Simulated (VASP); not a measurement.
Wanted: the native input for a VASP 6.6.1 run.

| Quantity | Value |
| --- | --- |
| Task | single point |
| Functional | PBE |
| Potentials or basis | VASP PAW PBE potentials, release 64 (Sn_d, Te, Se) |
| Cutoff | 520 eV |
| k mesh | 3 × 3 × 3 |
| Occupations | gaussian, width 0.1 eV |
| Spin | no spin polarisation |
| Dipole correction | no |
| Further INCAR settings | ALGO = Normal; EDIFF = 1e-07; NBANDS = 35 |

The structure of Sn2Te3Se lies in POSCAR:

```
Sn2Te3Se
1.0
    3.2903826600      1.8997033100      5.1752999700
   -3.2903826600      1.8997033100      5.1752999700
    0.0000000000     -3.7994066300      5.1752999700
Sn Te Se
2 3 1
Direct
    0.6268090000      0.6268090000      0.6268090000
    0.3731910000      0.3731910000      0.3731910000
    0.0000000000      0.5000000000      0.0000000000
    0.5000000000      0.0000000000      0.0000000000
    0.0000000000      0.0000000000      0.5000000000
    0.0000000000      0.0000000000      0.0000000000
```

The cell was generated, and may not be a known phase.

The input as run:

INCAR

```
PREC = Accurate
ENCUT = 520
EDIFF = 1E-7
ISMEAR = 0
SIGMA = 0.1
LREAL = False
LASPH = True
NELM = 100
ALGO = Normal
ISIF = 2
LWAVE = False
LCHARG = True
GGA = PE
LELF = True
LVHAR = True
NBANDS = 35
```

KPOINTS

```
Automatic mesh
0
Gamma
  3 3 3
```

Potentials or basis: VASP PAW PBE potentials, release 64 (Sn_d, Te, Se).

Launch:

```console
$ cat potpaw_PBE.64/Sn_d/POTCAR potpaw_PBE.64/Te/POTCAR potpaw_PBE.64/Se/POTCAR > POTCAR
$ mpirun -np 1 vasp_std > vasp.out
```

Results of the run:

* Pressure: -3.5 GPa
* Band gap on the k mesh: zero (bands 26 and 27 overlap by 0.96 eV)

Caveat: the k points lie up to 0.39 Å⁻¹ apart, too coarse for converged energies and pressures of a metal; spin-orbit coupling is left out, which moves the levels of the heavy elements.

Wall time 3.3 min on 1 thread of Intel Xeon 8259CL (shared host), peak memory 0.33 GiB.
